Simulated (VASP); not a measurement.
Set up this calculation in VASP 6.6.1, as the native input.

* Task: relaxation of cell and atoms
* Functional: PBE
* Dispersion: D3(BJ)
* Potentials or basis: VASP PAW PBE potentials, release 64 (W_sv, C)
* Cutoff: 600 eV
* k mesh: 10 × 10 × 6
* Occupations: fermi-dirac, width 0.05 eV
* Spin: no spin polarisation
* Dipole correction: no
* Further INCAR settings: ALGO = Normal; EDIFF = 1e-07; IBRION = 2; EDIFFG = -0.01; NSW = 60; ISIF = 3

The structure of WC lies in POSCAR:

```
WC
1.0
    1.6403461100     -2.1180379000      0.0000000000
    1.6403461100      2.1180379000      0.0000000000
    0.0000000000      0.0000000000      4.3094211000
W C
1 1
Direct
    0.5000000000      0.5000000000      0.5000000000
    0.0000000000      0.0000000000      0.0000000000
```

One way to write it, as run:

INCAR

```
SYSTEM = WC
PREC     = Accurate       ! precision mode
ENCUT    = 600            ! plane-wave cutoff, eV
EDIFF    = 1E-7           ! SCF threshold, eV
ISMEAR   = -1             ! smearing method
SIGMA    = 0.05           ! smearing width, eV
LREAL    = .False.        ! projectors in reciprocal space
LASPH    = .True.         ! aspherical terms in the spheres
NELM     = 80             ! most SCF steps
ALGO     = Normal         ! electronic algorithm
ISIF     = 3              ! what is computed and relaxed
LWAVE    = .False.        ! write WAVECAR
LCHARG   = .False.        ! write CHGCAR
GGA      = PE             ! functional
IVDW     = 12             ! dispersion correction
IBRION   = 2              ! ionic algorithm
NSW      = 60             ! ionic steps
EDIFFG   = -0.01          ! ionic threshold
```

KPOINTS

```
Automatic mesh
0
Gamma
  10 10 6
  0 0 0
```

Potentials or basis: VASP PAW PBE potentials, release 64 (W_sv, C).

The run is started by

```console
$ cat potpaw_PBE.64/W_sv/POTCAR potpaw_PBE.64/C/POTCAR > POTCAR
$ mpirun -np 1 vasp_std > vasp.out
```

It gave:

| Property | Result |
| --- | --- |
| Relaxed volume | 11.41 Å³/atom |
| Relaxed cell | a = 2.964 Å, b = 2.964 Å, c = 3.010 Å, α = 90.00°, β = 90.00°, γ = 120.38° |
| Space group after relaxing (to 0.05 Å) | Cmmm (No. 65) |
| Energy gained by relaxing | 2022.8 meV/atom |
| Ionic steps | 18 |
| Pressure after relaxing | 0.0 GPa |
| Band gap on the k mesh | zero (band 9 reaches 12.93 eV, above the bottom of band 10 at 9.71 eV) |
| Dispersion energy per atom | -0.420 eV |

Caveat: the volume moved by over 15 % at a fixed basis, so the end points are rough; spin-orbit coupling is left out, which moves the levels of the heavy elements; pairwise dispersion overbinds metals, which lowers pressure and volume.

It took 7.3 min on 1 thread of AMD EPYC 7R13 Processor (Zen 3), with other jobs on the host, peak memory 0.2 GiB.
